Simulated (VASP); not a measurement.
# Hf3H in VASP: further runs

Runs on Hf3H. Level: PBE. Tasks: single point.

Everything below comes from runs of VASP 6.6.1. Logs are shortened: lines on timing, memory, paths and dates and some standing lists are left out, and cuts for length are marked.

## (1) The cell of the first run

The cell holds a slab with vacuum, 4 atoms: a = 3.070 Å, b = 3.070 Å, c = 20.281 Å, α = 90.00°, β = 90.00°, γ = 109.47°.

## (2) Single point, PBE

Contents of INCAR:

```
PREC     = Accurate       # precision mode
ENCUT    = 520            # plane-wave cutoff, eV
EDIFF    = 1E-6           # SCF threshold, eV
ISMEAR   = 0              # smearing method
SIGMA    = 0.1            # smearing width, eV
LREAL    = F              # projectors in reciprocal space
LASPH    = T              # aspherical terms in the spheres
NELM     = 80             # most SCF steps
ALGO     = Normal         # electronic algorithm
ISIF     = 2              # what is computed and relaxed
LWAVE    = F              # write WAVECAR
LCHARG   = F              # write CHGCAR
LDIPOL   = T            
IDIPOL   = 3            
DIPOL    = 0.5 0.5 0.368
GGA      = PE             # functional
NBANDS   = 24             # bands
```

Contents of KPOINTS:

```
regular mesh
0
Gamma
  9 9 1
```

Contents of POSCAR:

```
Hf3H
1.0
    3.0697355021      0.0000000000      0.0000000000
   -1.0232451674      2.8941743867      0.0000000000
    0.0000000000      0.0000000000     20.2814081478
Hf H
3 1
Direct
    0.5000000000      0.5000000000      0.1972249644
    0.0000000000      0.0000000000      0.3153436029
    0.5000000000      0.5000000000      0.4329782273
    0.5000000000      0.5000000000      0.5249343670
```

Potentials or basis: VASP PAW PBE potentials, release 64 (Hf_pv, H).

Launch:

```sh
> cat potpaw_PBE.64/Hf_pv/POTCAR potpaw_PBE.64/H/POTCAR > POTCAR
> mpirun -np 1 vasp_std > vasp.out
```

OUTCAR:

```text
PREC = Accurate
   ENCUT = 520
   EDIFF = 1E-6
   ISMEAR = 0
   LREAL = F
   LASPH = T
   NELM = 80
   ISIF = 2
   GGA = PE

 ion  position               nearest neighbor table
   1  0.500  0.500  0.197-   2 2.98   2 2.98   2 3.47   2 3.47
   2  0.000  0.000  0.315-   3 2.97   3 2.97   1 2.98   1 2.98   3 3.46   3 3.46   1 3.47   1 3.47

   3  0.500  0.500  0.433-   4 1.87   2 2.97   2 2.97   2 3.46   2 3.46
   4  0.500  0.500  0.525-   3 1.87

  LATTYP: Found a base centered orthorhombic cell.
 ALAT       =     3.5446252370
 B/A-ratio  =     1.4142135624
 C/A-ratio  =     5.7217355268

  Lattice vectors:

 A1 = (   3.0697355021,   0.0000000000,   0.0000000000)
 A2 = (  -1.0232451674,   2.8941743867,   0.0000000000)
 A3 = (   0.0000000000,   0.0000000000,  20.2814081478)

Analysis of symmetry for initial positions (statically):
=====================================================================
 Subroutine PRICEL returns:
 Original cell was already a primitive cell.

 Routine SETGRP: Setting up the symmetry group for a
 base centered orthorhombic supercell.

 Subroutine GETGRP returns: Found  4 space group operations
 (whereof  4 operations were pure point group operations)
 out of a pool of  8 trial point group operations.

The static configuration has the point symmetry C_2v.

Analysis of symmetry for dynamics (positions and initial velocities):
=====================================================================
 Subroutine PRICEL returns:
 Original cell was already a primitive cell.

 Routine SETGRP: Setting up the symmetry group for a
 base centered orthorhombic supercell.

 Subroutine GETGRP returns: Found  4 space group operations
 (whereof  4 operations were pure point group operations)
 out of a pool of  8 trial point group operations.

The dynamic configuration has the point symmetry C_2v.

 Subroutine INISYM returns: Found  4 space group operations
 (whereof  4 operations are pure point group operations),
 and found     1 'primitive' translations

----------------------------------------------------------------------------------------

                                     Primitive cell

  volume of cell :     180.1871

  direct lattice vectors                    reciprocal lattice vectors
     3.069735502  0.000000000  0.000000000     0.325760965  0.115173894  0.000000000
    -1.023245167  2.894174387  0.000000000     0.000000000  0.345521681  0.000000000
     0.000000000  0.000000000 20.281408148     0.000000000  0.000000000  0.049306241

  length of vectors
     3.069735502  3.069735502 20.281408148     0.345521681  0.345521681  0.049306241

  position of ions in fractional coordinates (direct lattice)
     0.500000000  0.500000000  0.197224964
     0.000000000  0.000000000  0.315343603
     0.500000000  0.500000000  0.432978227
     0.500000000  0.500000000  0.524934367

  ion indices of the primitive-cell ions
   primitive index   ion index
                 1           1
                 2           2
                 3           3
                 4           4

----------------------------------------------------------------------------------------

 KPOINTS: regular mesh

Automatic generation of k-mesh.
 Grid dimensions read from file:
 generate k-points for:    9    9    1

 Generating k-lattice:

  Cartesian coordinates                     Fractional coordinates (reciprocal lattice)
     0.036195663  0.012797099  0.000000000     0.111111111  0.000000000  0.000000000
     0.000000000  0.038391298  0.000000000     0.000000000  0.111111111  0.000000000
     0.000000000  0.000000000  0.049306241     0.000000000  0.000000000  1.000000000

  Length of vectors
     0.038391298  0.038391298  0.049306241

  Shift w.r.t. Gamma in fractional coordinates (k-lattice)
     0.000000000  0.000000000  0.000000000

 Subroutine IBZKPT returns following result:
 ===========================================

 Found     25 irreducible k-points:

 Following reciprocal coordinates:
            Coordinates               Weight
  0.000000  0.000000  0.000000      1.000000
  0.111111  0.000000  0.000000      4.000000
  0.222222  0.000000  0.000000      4.000000
  0.333333  0.000000  0.000000      4.000000
  0.444444  0.000000  0.000000      4.000000
  0.111111  0.111111  0.000000      2.000000
[... 16 lines left out ...]
 -0.333333  0.333333  0.000000      2.000000
  0.444444  0.444444  0.000000      2.000000
   k-points           NKPTS =     25   k-points in BZ     NKDIM =     25   number of bands    NBANDS=     24
   number of dos      NEDOS =    301   number of ions     NIONS =      4
   total plane-waves  NPLWV =  92160
   dimension x,y,z NGX =    24 NGY =   24 NGZ =  160
   dimension x,y,z NGXF=    48 NGYF=   48 NGZF=  320
   ions per type =               3   1
   NGX,Y,Z   is equivalent  to a cutoff of  13.00, 13.00, 13.12 a.u.
   NGXF,Y,Z  is equivalent  to a cutoff of  26.00, 26.00, 26.23 a.u.
 SYSTEM =  unknown system
   PREC   = accura    normal or accurate (medium, high low for compatibility)
   ISTART =      0    job   : 0-new  1-cont  2-samecut
   ICHARG =      2    charge: 1-file 2-atom 10-const
   ISPIN  =      1    spin polarized calculation?
   LNONCOLLINEAR =      F non collinear calculations
   LSORBIT =      F    spin-orbit coupling
   LASPH  =      T    aspherical Exc in radial PAW
   ENCUT  =  520.0 eV  38.22 Ry    6.18 a.u.   5.71  5.71 37.71*2*pi/ulx,y,z
   NELM   =     80;   NELMIN=  2; NELMDL= -5     # of ELM steps
   EDIFF  = 0.1E-05   stopping-criterion for ELM
   LREAL  =      F    real-space projection
   EDIFFG = 0.1E-04   stopping-criterion for IOM
   NSW    =      0    number of steps for IOM
   IBRION =     -1    ionic relax: 0-MD 1-quasi-New 2-CG
   NFREE  =      0    steps in history (QN), initial steepest desc. (CG)
   ISIF   =      2    stress and relaxation
   ISYM   =      2    0-nonsym 1-usesym 2-fastsym
   POTIM  = 0.5000    time-step for ionic-motion
   TEBEG  =    0.0;   TEEND  =   0.0 temperature during run
   PSTRESS=    0.0 pullay stress
   NELECT =      31.0000    total number of electrons
   NUPDOWN=      -1.0000    fix difference up-down
   EMIN   =  10.00;   EMAX   =-10.00  energy-range for DOS
   EFERMI =   0.00;   METHOD = LEGACY
   ISMEAR =     0;   SIGMA  =   0.10  broadening in eV -4-tet -1-fermi 0-gaus
   EFERMI_NEDOS =   21; number of points for ismear=-14 and -15
   IALGO  =     38    algorithm
   IMIX   =      4    mixing-type and parameters
     AMIX     =   0.40;   BMIX     =  1.00
     AMIX_MAG =   1.60;   BMIX_MAG =  1.00
  volume/ion in A,a.u.               =      45.05       303.99
  Fermi-wavevector in a.u.,A,eV,Ry     =   0.910516  1.720625 11.279760  0.829039
  Thomas-Fermi vector in A             =   2.034687
   LORBIT       =      0    0 simple, 1 ext, 2 COOP (PROOUT), +10 PAW based schemes
   GGA     = PE    functional components
   LHFCALC =     F    Hartree Fock is set to
   AEXX    =    0.0000 exact exchange contribution
   IVDW    =     0    specifies the selected vdW correction
   LEPSILON=     F    determine dielectric tensor
   LRPA    =     F    only Hartree local field effects (RPA)
 non-spin polarized calculation
 Gauss-broadening in eV      SIGMA  =   0.10
  energy-cutoff  :      520.00
  volume of cell :      180.19
 maximum number of plane-waves:      4883
   NGX = 11   NGY = 11   NGZ = 75

 dipolmoment           0.000000      0.000000     -0.001671 electrons x Angstroem

 number of electron      31.0000003 magnetization

 dipolmoment           0.000000      0.000000      0.118490 electrons x Angstroem

 Free energy of the ion-electron system (eV)
  ---------------------------------------------------
  ext. energy  EPLUGINS =         0.00000000
  ---------------------------------------------------
  free energy    TOTEN  =       -30.36230968 eV

  energy without entropy =      -30.32974623  energy(sigma->0) =      -30.34602796

 E-fermi :  -1.5891     XC(G=0):  -5.3067

 val. band max:       -1.6160199932   @ k =   0.4444   0.1111   0.0000
 cond. band min:      -1.5655089773   @ k =   0.1111   0.0000   0.0000
 fundamental gap:      0.0505110159
 Fermi energy:        -1.5890660477

 k-point     1 :       0.0000    0.0000    0.0000
  band No.  band energies     occupation
      1     -32.3306      2.00000
      2     -32.0339      2.00000
      3     -31.8750      2.00000
      4     -31.7957      2.00000
      5     -31.7392      2.00000
      6     -31.6406      2.00000
[... 16 lines left out ...]
     23       2.2141      0.00000
     24       2.4965      0.00000

 k-point     2 :       0.1111    0.0000    0.0000
  band No.  band energies     occupation
      1     -32.3134      2.00000
      2     -32.0428      2.00000
      3     -31.9097      2.00000
      4     -31.8464      2.00000
      5     -31.7710      2.00000
      6     -31.6747      2.00000
[... 16 lines left out ...]
     23       2.1800      0.00000
     24       2.5442      0.00000

 k-point     3 :       0.2222    0.0000    0.0000
  band No.  band energies     occupation
      1     -32.2776      2.00000
      2     -32.1171      2.00000
      3     -32.0149      2.00000
      4     -31.9828      2.00000
      5     -31.8011      2.00000
      6     -31.7171      2.00000
[... 16 lines left out ...]
     23       2.1852      0.00000
     24       2.3506      0.00000
[... 514 lines left out ...]
 k-point    23 :      -0.3333    0.3333    0.0000
  band No.  band energies     occupation
      1     -32.2848      2.00000
      2     -32.2025      2.00000
      3     -32.1774      2.00000
      4     -32.0996      2.00000
      5     -32.0181      2.00000
      6     -31.9351      2.00000
[... 16 lines left out ...]
     23       2.2848      0.00000
     24       2.9992      0.00000

 k-point    24 :       0.4444    0.4444    0.0000
  band No.  band energies     occupation
      1     -32.4307      2.00000
      2     -32.3382      2.00000
      3     -32.1826      2.00000
      4     -32.1620      2.00000
      5     -32.0866      2.00000
      6     -31.8986      2.00000
[... 16 lines left out ...]
     23       4.0116      0.00000
     24       4.2877      0.00000

 [... further k-points ...]

------------------------ aborting loop because EDIFF is reached ----------------------------------------

 vacuum level on the upper side and lower side of the slab       (xc-potential included)         0.932        -1.437

  FORCE on cell =-STRESS in cart. coord.  units (eV):
  Direction    XX          YY          ZZ          XY          YZ          ZX
  --------------------------------------------------------------------------------------
  -------------------------------------------------------------------------------------
  Total       -0.5477836     -0.2306914      0.4678648      0.4484361      0.0000000      0.0000000
  in kB       -4.8707504     -2.0512486      4.1601331      3.9873777      0.0000000      0.0000000
  external PRESSURE =      -0.9206220 kB  Pullay stress =       0.0000000 kB

 VOLUME and BASIS-vectors are now :
 -----------------------------------------------------------------------------
  energy-cutoff  :      520.00
  volume of cell :      180.19
      direct lattice vectors                 reciprocal lattice vectors
     3.069735502  0.000000000  0.000000000     0.325760965  0.115173894  0.000000000
    -1.023245167  2.894174387  0.000000000     0.000000000  0.345521681  0.000000000
     0.000000000  0.000000000 20.281408148     0.000000000  0.000000000  0.049306241

 POSITION                                       TOTAL-FORCE (eV/Angst)
 -----------------------------------------------------------------------------------
      1.02325      1.44709      4.00000         0.000000      0.000000      0.078836
      0.00000      0.00000      6.39561         0.000000      0.000000     -0.354442
      1.02325      1.44709      8.78141         0.000000      0.000000      0.271846
      1.02325      1.44709     10.64641        -0.000000      0.000000      0.003760
 -----------------------------------------------------------------------------------
    total drift:                               -0.000000     -0.000000      0.000888

  FREE ENERGIE OF THE ION-ELECTRON SYSTEM (eV)
  ---------------------------------------------------
  free  energy   TOTEN  =       -30.3623096845 eV

  energy  without entropy=      -30.3297462309  energy(sigma->0) =      -30.34602796

 vacuum level on the upper side and lower side of the slab         4.850         2.412
```

It took 2.3 min on 1 thread of Intel Xeon 6975P-C (Granite Rapids), shared host; peak memory 0.33 GiB.

What came out:

```yaml
Free_energy: -30.3623 eV
Largest_force: 0.354 eV/Å
```

Forces on the atoms (eV/Å):
```
Hf   0.000  0.000  0.079
Hf   0.000  0.000 -0.354
Hf   0.000  0.000  0.272
H    0.000  0.000  0.004
```

Caveat: spin-orbit coupling is left out, which moves the levels of the heavy elements.

## (3) Single point, PBE

Contents of INCAR:

```
SYSTEM = Hf3H
PREC = Accurate
ENCUT = 520
EDIFF = 1E-7
ISMEAR = 0
SIGMA = 0.1
LREAL = .FALSE.
LASPH = .TRUE.
NELM = 80
ALGO = Normal
ISIF = 2
LWAVE = .FALSE.
LCHARG = .FALSE.
LDIPOL = .TRUE.
IDIPOL = 3
DIPOL = 0.5 0.5 0.358
GGA = PE
NBANDS = 24
```

Contents of KPOINTS:

```
Automatic mesh
0
G
  9 9 1
  0 0 0
```

POSCAR, as its differences from that of step 2:

```diff
@@ -11,2 +11,2 @@
     0.5000000000      0.5000000000      0.4329782273
-    0.5000000000      0.5000000000      0.5249343670
+    1.0000000000      1.0000000000      0.4855600207
```

Potentials or basis: VASP PAW PBE potentials, release 64 (Hf_pv, H).

Launch:

```sh
> cat potpaw_PBE.64/Hf_pv/POTCAR potpaw_PBE.64/H/POTCAR > POTCAR
> mpirun -np 1 vasp_std > vasp.out
```

Wall time 2.7 min (1 thread of Intel Xeon 6975P-C (Granite Rapids), shared host); peak memory 0.33 GiB.

It converged, with:

- Free energy: -31.5947 eV
- Largest force: 0.325 eV/Å

Forces in eV/Å, atoms in the order of the input:
```
Hf   0.000  0.000 -0.018
Hf   0.000  0.000 -0.306
Hf   0.000  0.000  0.325
H    0.000  0.000 -0.001
```

Levels at points of the mesh, in eV from the Fermi level:
```
           k point  band 12  band 13  band 14  band 15  band 16  band 17  band 18  band 19  band 20  band 21
(0.00, 0.00, 0.00)    -4.06    -1.52    -0.50     0.01     0.12     0.90     1.27     1.50     1.76     2.80
```

Caveat: spin-orbit coupling is left out, which moves the levels of the heavy elements.
